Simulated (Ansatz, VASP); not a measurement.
One calculation of SnMo2, two programs

```xyz
3
Lattice="-1.7569 1.7569 4.3100 1.7569 -1.7569 4.3100 1.7569 1.7569 -4.3100" Properties=species:S:1:pos:R:3 pbc="T T T"
Sn    0.0000    0.0000    0.0000
Mo    0.0000    0.0000    5.7322
Mo    0.0000    0.0000    2.8877
```

Alike in both runs: task relaxation of cell and atoms; functional PBE; k mesh 8 × 8 × 8; occupations gaussian, width 0.1 eV; no spin polarisation.

|  | VASP | Ansatz |
| --- | --- | --- |
| version | VASP 6.6.1 | Ansatz 0.2.0 |
| potentials or method | VASP PAW PBE potentials, release 64 (Sn_d, Mo_sv), cutoff 600 eV | scalar-relativistic, plane waves, PAW |
| valence electrons in the cell | 42 | 42 |

```csv
,VASP,Ansatz,Ansatz less VASP
"gap on the k mesh at the Fermi level, each at its own relaxed structure (eV)",none,none,-
relaxed volume (Å³/atom),17.32,17.31,-0.014
relaxed cell length with the largest relative difference (Å),5.311,5.298,-0.0132
```

A gap of «none» marks a metal or a gap that the smearing closes.
